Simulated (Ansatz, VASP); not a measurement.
Two plane-wave programs on Sb

POSCAR

```
Sb
1.0
    3.0833436100      0.0000000000      0.0000000000
    0.0000000000      3.0833436100      0.0000000000
    0.0000000000      0.0000000000      3.0833436100
Sb
1
Direct
    0.0000000000      0.0000000000      0.0000000000
```

File INCAR.step1:

```
PREC = Accurate
ENCUT = 600
ISMEAR = 0
SIGMA = 0.1
LREAL = False
LASPH = True
NELM = 80
GGA = PE
ALGO = Normal
EDIFF = 1E-4
LWAVE = True
LCHARG = False
```

Contents of INCAR.step2:

```
PREC = Accurate
ENCUT = 600
EDIFF = 1E-6
ISMEAR = 0
SIGMA = 0.1
LREAL = False
LASPH = True
NELM = 80
ALGO = Normal
ISIF = 3
LWAVE = False
LCHARG = False
METAGGA = R2SCAN
LMIXTAU = True
IBRION = 2
NSW = 100
EDIFFG = -0.002
ISTART = 1
```

KPOINTS

```
Automatic mesh
0
Gamma
  18 18 18
```

Input for Ansatz:

```yaml
crystal:
  lattice:
    - [3.08334361, 0.0, 0.0]
    - [0.0, 3.08334361, 0.0]
    - [0.0, 0.0, 3.08334361]
  atoms:
    - { symbol: Sb, position: [0.0, 0.0, 0.0] }
basis:
  ecutwfc: 600.0
kpoints:
  mp_grid: { grid: [18, 18, 18] }
hamiltonian:
  xc: r2scan
  pseudopotentials: { kind: paw, azcp: { folder: soft_1 } }
scf:
  occupations: { method: gaussian, width: 0.1 }
output:
  forces: true
  stress: true
  eigenvalues: true
  write_density: true
  write_potential: true
  elf: true
  volumetric_format: npy
relax:
  adjacent_minimum: "off"
  f_tol: 0.002
  max_steps: 80
  cell: { stress_tol: 0.02 }
```

Alike in both runs: task relaxation of cell and atoms; functional r2SCAN; k mesh 18 × 18 × 18; occupations gaussian, width 0.1 eV; no spin polarisation.

```csv
,VASP,Ansatz
version,VASP 6.6.1,Ansatz 0.2.0
potentials or method,"VASP PAW PBE potentials, release 64 (Sb), cutoff 600 eV","scalar-relativistic, plane waves, PAW"
valence electrons in the cell,5,15
```

```csv
,VASP,Ansatz,Ansatz less VASP
"gap on the k mesh at the Fermi level, each at its own relaxed structure (eV)",none,none,-
relaxed volume (Å³/atom),29.44,29.45,+0.015
relaxed cell length with the largest relative difference (Å),3.088,3.088,+0.0005
```

VASP's potentials were made for PBE, not for r2SCAN. A gap of «none» marks a metal or a gap that the smearing closes. VASP's potentials hold 5 valence electrons a cell and Ansatz's 15, so a difference there can come from the potentials and not from the codes.

Neither program's run includes spin-orbit coupling.
